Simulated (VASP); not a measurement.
# SiC in VASP: further runs

SiC is run at these levels: r2SCAN, PBE; tasks: single point.

Everything below comes from runs of VASP 6.6.1. Logs are shortened: lines on timing, memory, paths and dates and some standing lists are left out, and cuts for length are marked.

### Step 1. The cell of the first run

It takes space group R3m (No. 160, trigonal). Conventional cell: a = 3.080 Å, b = 3.080 Å, c = 7.620 Å, α = 90.00°, β = 90.00°, γ = 120.00°. Si (site symmetry 3m) has 4 C at 1.89 to 1.90 Å within 2.5 Å. C (site symmetry 3m) has 4 Si at 1.89 to 1.90 Å within 2.5 Å.

### Step 2. Single point, r2SCAN (strain along [111] +1.0%)

Contents of POSCAR:

```
SiC
1.0
    0.0145203490      2.1925726939      2.1925726939
    2.1925726939      0.0145203490      2.1925726939
    2.1925726939      2.1925726939      0.0145203490
Si C
1 1
Direct
    0.0002702081      0.0002702081      0.0002702081
    0.2497297919      0.2497297919      0.2497297919
```

Contents of INCAR.step1:

```
  ALGO = Normal
  EDIFF = 1E-4
  ENCUT = 520
  GGA = PE
  ISMEAR = 0
  LASPH = True
  LCHARG = False
  LREAL = False
  LWAVE = True
  NBANDS = 11
  NELM = 100
  PREC = Accurate
  SIGMA = 0.01
```

Contents of INCAR.step2:

```
  ALGO = Normal
  EDIFF = 1E-6
  ENCUT = 520
  ISIF = 2
  ISMEAR = 0
  ISTART = 1
  LASPH = True
  LCHARG = False
  LMIXTAU = True
  LREAL = False
  LWAVE = False
  METAGGA = R2SCAN
  NBANDS = 11
  NELM = 100
  PREC = Accurate
  SIGMA = 0.01
```

Contents of KPOINTS:

```
k-points
0
Gamma
  10 10 10
```

Potentials or basis: VASP PAW PBE potentials, release 64 (Si, C).

Run with:

```sh
cat potpaw_PBE.64/Si/POTCAR potpaw_PBE.64/C/POTCAR > POTCAR
cp INCAR.step1 INCAR
mpirun -np 1 vasp_std > vasp.out
cp INCAR.step2 INCAR
mpirun -np 1 vasp_std > vasp.out
```

OUTCAR:

```text
EDIFF = 1E-6
   ENCUT = 520
   ISIF = 2
   ISMEAR = 0
   ISTART = 1
   LASPH = True
   LREAL = False
   METAGGA = R2SCAN
   NELM = 100
   PREC = Accurate

 ion  position               nearest neighbor table
   1  0.000  0.000  0.000-   2 1.89   2 1.89   2 1.89   2 1.90
   2  0.250  0.250  0.250-   1 1.89   1 1.89   1 1.89   1 1.90

  LATTYP: Found a trigonal (rhomboedric) cell.
 ALAT       =     3.1008000382
 COS(alpha) =     0.5066114072

  Lattice vectors:

 A1 = (   0.0145203490,   2.1925726939,   2.1925726939)
 A2 = (   2.1925726939,   0.0145203490,   2.1925726939)
 A3 = (   2.1925726939,   2.1925726939,   0.0145203490)

Analysis of symmetry for initial positions (statically):
=====================================================================
 Subroutine PRICEL returns:
 Original cell was already a primitive cell.

 Routine SETGRP: Setting up the symmetry group for a
 trigonal (rhombohedral) supercell.

 Subroutine GETGRP returns: Found  6 space group operations
 (whereof  6 operations were pure point group operations)
 out of a pool of 12 trial point group operations.

The static configuration has the point symmetry C_3v.

Analysis of symmetry for dynamics (positions and initial velocities):
=====================================================================
 Subroutine PRICEL returns:
 Original cell was already a primitive cell.

 Routine SETGRP: Setting up the symmetry group for a
 trigonal (rhombohedral) supercell.

 Subroutine GETGRP returns: Found  6 space group operations
 (whereof  6 operations were pure point group operations)
 out of a pool of 12 trial point group operations.

The dynamic configuration has the point symmetry C_3v.

 Subroutine INISYM returns: Found  6 space group operations
 (whereof  6 operations are pure point group operations),
 and found     1 'primitive' translations

----------------------------------------------------------------------------------------

                                     Primitive cell

  volume of cell :      20.8716

  direct lattice vectors                    reciprocal lattice vectors
     0.014520349  2.192572694  2.192572694    -0.230320528  0.228805261  0.228805261
     2.192572694  0.014520349  2.192572694     0.228805261 -0.230320528  0.228805261
     2.192572694  2.192572694  0.014520349     0.228805261  0.228805261 -0.230320528

  length of vectors
     3.100800038  3.100800038  3.100800038     0.397179103  0.397179103  0.397179103

  position of ions in fractional coordinates (direct lattice)
     0.000270208  0.000270208  0.000270208
     0.249729792  0.249729792  0.249729792

  ion indices of the primitive-cell ions
   primitive index   ion index
                 1           1
                 2           2

----------------------------------------------------------------------------------------

 KPOINTS: k-points

Automatic generation of k-mesh.
 Grid dimensions read from file:
 generate k-points for:   10   10   10

 Generating k-lattice:

  Cartesian coordinates                     Fractional coordinates (reciprocal lattice)
    -0.023032053  0.022880526  0.022880526     0.100000000  0.000000000 -0.000000000
     0.022880526 -0.023032053  0.022880526     0.000000000  0.100000000 -0.000000000
     0.022880526  0.022880526 -0.023032053     0.000000000  0.000000000  0.100000000

  Length of vectors
     0.039717910  0.039717910  0.039717910

  Shift w.r.t. Gamma in fractional coordinates (k-lattice)
     0.000000000  0.000000000  0.000000000

 Subroutine IBZKPT returns following result:
 ===========================================

 Found    116 irreducible k-points:

 Following reciprocal coordinates:
            Coordinates               Weight
  0.000000  0.000000  0.000000      1.000000
  0.100000 -0.000000 -0.000000      6.000000
  0.200000 -0.000000 -0.000000      6.000000
  0.300000 -0.000000 -0.000000      6.000000
  0.400000  0.000000  0.000000      6.000000
  0.500000  0.000000  0.000000      3.000000
[... 16 lines left out ...]
  0.300000  0.300000 -0.000000      6.000000
  0.400000  0.300000  0.000000     12.000000
 [... further k-points ...]
   k-points           NKPTS =    116   k-points in BZ     NKDIM =    116   number of bands    NBANDS=     11
   number of dos      NEDOS =    301   number of ions     NIONS =      2
   total plane-waves  NPLWV =  13824
   dimension x,y,z NGX =    24 NGY =   24 NGZ =   24
   dimension x,y,z NGXF=    48 NGYF=   48 NGZF=   48
   ions per type =               1   1
   NGX,Y,Z   is equivalent  to a cutoff of  12.87, 12.87, 12.87 a.u.
   NGXF,Y,Z  is equivalent  to a cutoff of  25.73, 25.73, 25.73 a.u.
 SYSTEM =  unknown system
   PREC   = accura    normal or accurate (medium, high low for compatibility)
   ISTART =      1    job   : 0-new  1-cont  2-samecut
   ICHARG =      0    charge: 1-file 2-atom 10-const
   ISPIN  =      1    spin polarized calculation?
   LNONCOLLINEAR =      F non collinear calculations
   LSORBIT =      F    spin-orbit coupling
   LASPH  =      T    aspherical Exc in radial PAW
   ENCUT  =  520.0 eV  38.22 Ry    6.18 a.u.   5.77  5.77  5.77*2*pi/ulx,y,z
   NELM   =    100;   NELMIN=  2; NELMDL=  0     # of ELM steps
   EDIFF  = 0.1E-05   stopping-criterion for ELM
   LREAL  =      F    real-space projection
   EDIFFG = 0.1E-04   stopping-criterion for IOM
   NSW    =      0    number of steps for IOM
   IBRION =     -1    ionic relax: 0-MD 1-quasi-New 2-CG
   NFREE  =      0    steps in history (QN), initial steepest desc. (CG)
   ISIF   =      2    stress and relaxation
   ISYM   =      2    0-nonsym 1-usesym 2-fastsym
   POTIM  = 0.5000    time-step for ionic-motion
   TEBEG  =    0.0;   TEEND  =   0.0 temperature during run
   PSTRESS=    0.0 pullay stress
   NELECT =       8.0000    total number of electrons
   NUPDOWN=      -1.0000    fix difference up-down
   EMIN   =  10.00;   EMAX   =-10.00  energy-range for DOS
   EFERMI =   0.00;   METHOD = LEGACY
   ISMEAR =     0;   SIGMA  =   0.01  broadening in eV -4-tet -1-fermi 0-gaus
   EFERMI_NEDOS =   21; number of points for ismear=-14 and -15
   IALGO  =     38    algorithm
   IMIX   =      4    mixing-type and parameters
     AMIX     =   0.40;   BMIX     =  1.00
     AMIX_MAG =   1.60;   BMIX_MAG =  1.00
  volume/ion in A,a.u.               =      10.44        70.42
  Fermi-wavevector in a.u.,A,eV,Ry     =   1.189194  2.247251 19.241121  1.414182
  Thomas-Fermi vector in A             =   2.325307
   LORBIT       =      0    0 simple, 1 ext, 2 COOP (PROOUT), +10 PAW based schemes
   METAGGA = R2SCAN    functional components
   LHFCALC =     F    Hartree Fock is set to
   AEXX    =    0.0000 exact exchange contribution
   IVDW    =     0    specifies the selected vdW correction
   LEPSILON=     F    determine dielectric tensor
   LRPA    =     F    only Hartree local field effects (RPA)
 non-spin polarized calculation
 Gauss-broadening in eV      SIGMA  =   0.01
  energy-cutoff  :      520.00
  volume of cell :       20.87
 maximum number of plane-waves:       572
   NGX = 11   NGY = 11   NGZ = 11

 number of electron       8.0000001 magnetization

 Free energy of the ion-electron system (eV)
  ---------------------------------------------------
  ext. energy  EPLUGINS =         0.00000000
  ---------------------------------------------------
  free energy    TOTEN  =       -19.32318703 eV

  energy without entropy =      -19.32318703  energy(sigma->0) =      -19.32318703

 E-fermi :   8.0295     XC(G=0): -11.8957

 val. band max:        7.9178471459   @ k =   0.0000   0.0000   0.0000
 cond. band min:       9.6143487085   @ k =   0.5000   0.5000  -0.0000
 fundamental gap:      1.6965015627
 Fermi energy:         8.0295117289

 k-point     1 :       0.0000    0.0000    0.0000
  band No.  band energies     occupation
      1      -8.2249      2.00000
      2       7.8234      2.00000
      3       7.9178      2.00000
      4       7.9178      2.00000
      5      14.5727      0.00000
      6      15.5632      0.00000
      7      15.7450      0.00000
      8      15.7450      0.00000
      9      23.0421      0.00000
     10      23.0421      0.00000
     11      25.5065      0.00000

 k-point     2 :       0.1000   -0.0000   -0.0000
  band No.  band energies     occupation
      1      -8.0229      2.00000
      2       6.8647      2.00000
      3       7.6953      2.00000
      4       7.7741      2.00000
      5      14.8048      0.00000
      6      15.8359      0.00000
      7      16.0014      0.00000
      8      16.0844      0.00000
      9      22.0755      0.00000
     10      22.1291      0.00000
     11      25.1887      0.00000

 k-point     3 :       0.2000   -0.0000   -0.0000
  band No.  band energies     occupation
      1      -7.4268      2.00000
      2       4.6675      2.00000
      3       7.3753      2.00000
      4       7.4433      2.00000
      5      14.5276      0.00000
      6      16.2165      0.00000
      7      16.3696      0.00000
      8      17.3900      0.00000
      9      21.3657      0.00000
     10      21.5048      0.00000
     11      24.2383      0.00000

 k-point     4 :       0.3000   -0.0000   -0.0000
  band No.  band energies     occupation
      1      -6.4776      2.00000
      2       2.2723      2.00000
      3       7.0467      2.00000
      4       7.1012      2.00000
      5      14.1149      0.00000
      6      16.0882      0.00000
      7      16.2041      0.00000
      8      18.4423      0.00000
      9      22.2197      0.00000
     10      22.4415      0.00000
     11      23.9793      0.00000

 k-point     5 :       0.4000    0.0000    0.0000
  band No.  band energies     occupation
      1      -5.3202      2.00000
      2       0.1654      2.00000
      3       6.8195      2.00000
      4       6.8635      2.00000
      5      13.8363      0.00000
      6      15.6924      0.00000
      7      15.8003      0.00000
      8      18.7613      0.00000
      9      24.2459      0.00000
     10      24.5381      0.00000
     11      24.6867      0.00000
[... 211 lines left out ...]
 k-point    21 :      -0.3000    0.2000   -0.0000
  band No.  band energies     occupation
      1      -5.0775      2.00000
      2       1.2474      2.00000
      3       3.9683      2.00000
      4       6.6293      2.00000
      5      13.9373      0.00000
      6      16.6728      0.00000
      7      17.1774      0.00000
      8      18.9071      0.00000
      9      21.2510      0.00000
     10      24.4139      0.00000
     11      28.0443      0.00000

 k-point    22 :      -0.2000    0.2000    0.0000
  band No.  band energies     occupation
      1      -6.1539      2.00000
      2       2.8928      2.00000
      3       4.5958      2.00000
      4       7.1780      2.00000
      5      14.9518      0.00000
      6      16.3685      0.00000
      7      16.7788      0.00000
      8      17.7276      0.00000
      9      19.9690      0.00000
     10      24.3517      0.00000
     11      28.0755      0.00000

 k-point    23 :       0.3000    0.3000   -0.0000
  band No.  band energies     occupation
      1      -5.8948      2.00000
      2       3.3204      2.00000
      3       5.3742      2.00000
      4       5.4825      2.00000
      5      11.4838      0.00000
      6      13.9977      0.00000
      7      20.1496      0.00000
      8      20.1980      0.00000
      9      21.1541      0.00000
     10      25.7792      0.00000
     11      30.6358      0.00000

 k-point    24 :       0.4000    0.3000    0.0000
  band No.  band energies     occupation
      1      -5.0128      2.00000
      2       2.0708      2.00000
      3       4.6694      2.00000
      4       5.0993      2.00000
      5      11.1525      0.00000
      6      14.0378      0.00000
      7      20.2746      0.00000
      8      20.6028      0.00000
      9      22.6178      0.00000
     10      26.8809      0.00000
     11      30.2472      0.00000

 [... further k-points ...]

------------------------ aborting loop because EDIFF is reached ----------------------------------------

  FORCE on cell =-STRESS in cart. coord.  units (eV):
  Direction    XX          YY          ZZ          XY          YZ          ZX
  --------------------------------------------------------------------------------------
  -------------------------------------------------------------------------------------
  Total       -0.3037481     -0.3037481     -0.3037481     -0.2234398     -0.2234398     -0.2234398
  in kB      -23.3167432    -23.3167432    -23.3167432    -17.1520030    -17.1520030    -17.1520030
  external PRESSURE =     -23.3167432 kB  Pullay stress =       0.0000000 kB

 VOLUME and BASIS-vectors are now :
 -----------------------------------------------------------------------------
  energy-cutoff  :      520.00
  volume of cell :       20.87
      direct lattice vectors                 reciprocal lattice vectors
     0.014520349  2.192572694  2.192572694    -0.230320528  0.228805261  0.228805261
     2.192572694  0.014520349  2.192572694     0.228805261 -0.230320528  0.228805261
     2.192572694  2.192572694  0.014520349     0.228805261  0.228805261 -0.230320528

 POSITION                                       TOTAL-FORCE (eV/Angst)
 -----------------------------------------------------------------------------------
      0.00119      0.00119      0.00119        -0.000414     -0.000414     -0.000414
      1.09873      1.09873      1.09873         0.000414      0.000414      0.000414
 -----------------------------------------------------------------------------------
    total drift:                                0.000017      0.000017      0.000017

  FREE ENERGIE OF THE ION-ELECTRON SYSTEM (eV)
  ---------------------------------------------------
  free  energy   TOTEN  =       -19.3231870331 eV

  energy  without entropy=      -19.3231870331  energy(sigma->0) =      -19.32318703
```

It took 40 s on 1 thread of Intel Xeon 6975P-C (Granite Rapids), shared host; peak memory 0.15 GiB.

What came out:

```yaml
Free_energy: -19.3232 eV
Pressure: -2.3 GPa
Band_gap_on_the_k_mesh: 1.70 eV, indirect (least direct gap 4.99 eV)
```

Caveat: the cell differs from its parent crystal (strain along [111] +1.0%); the PAW data sets were made with another functional, which shifts forces and pressure a little.

### Step 3. Single point, PBE (uniaxial z strain +5.0%)

Contents of INCAR:

```
ALGO = Normal ; EDIFF = 1E-6
ENCUT = 520 ; GGA = PE
ISIF = 2 ; ISMEAR = 0
LASPH = T ; LCHARG = T
LELF = T ; LREAL = F
LVHAR = T ; LWAVE = F
NBANDS = 11 ; NELM = 60
PREC = Accurate ; SIGMA = 0.01
```

Contents of KPOINTS:

```
k-points
0
Gamma
  6 6 6
```

Contents of POSCAR:

```
SiC
1.0
    0.0000000000      2.1780523450      2.2869549622
    2.1780523450      0.0000000000      2.2869549622
    2.1780523450      2.1780523450      0.0000000000
Si C
1 1
Direct
    0.0000000000      0.0000000000      0.0000000000
    0.2500000000      0.2500000000      0.2500000000
```

Potentials or basis: VASP PAW PBE potentials, release 64 (Si, C).

Run with:

```sh
cat potpaw_PBE.64/Si/POTCAR potpaw_PBE.64/C/POTCAR > POTCAR
mpirun -np 1 vasp_std > vasp.out
```

Wall time 8.1 s (1 thread of Intel Xeon 8259CL, shared host); peak memory 0.13 GiB.

It converged, with:

| Property | Result |
| --- | --- |
| Free energy | -15.0069 eV |
| Pressure | -6.6 GPa |
| Band gap on the k mesh | 1.14 eV, indirect (least direct gap 4.44 eV) |

Stress tensor (GPa, compression positive):
```
 -2.10   0.00   0.00
  0.00  -2.10   0.00
  0.00   0.00 -15.71
```

Levels at points of the mesh, in eV from the valence-band top:
| k point | band 1 | band 2 | band 3 | band 4 | band 5 | band 6 | band 7 | band 8 | band 9 |
| --- | --- | --- | --- | --- | --- | --- | --- | --- | --- |
| (0.00, 0.00, 0.00) | -15.16 | -0.35 | 0.00 | 0.00 | 5.53 | 6.82 | 6.82 | 6.95 | 13.31 |
| (0.50, 0.00, 0.00) | -11.76 | -8.40 | -1.46 | -0.87 | 4.67 | 6.79 | 7.25 | 9.69 | 15.36 |
| (0.50, 0.50, 0.00) | -10.59 | -8.16 | -2.87 | -2.87 | 1.57 | 4.58 | 13.47 | 13.47 | 13.54 |
| (0.50, 0.00, 0.50) | -10.24 | -7.58 | -3.42 | -3.33 | 1.14 | 3.76 | 12.55 | 13.98 | 14.19 |

Caveat: the cell differs from its parent crystal (uniaxial z strain +5.0%).
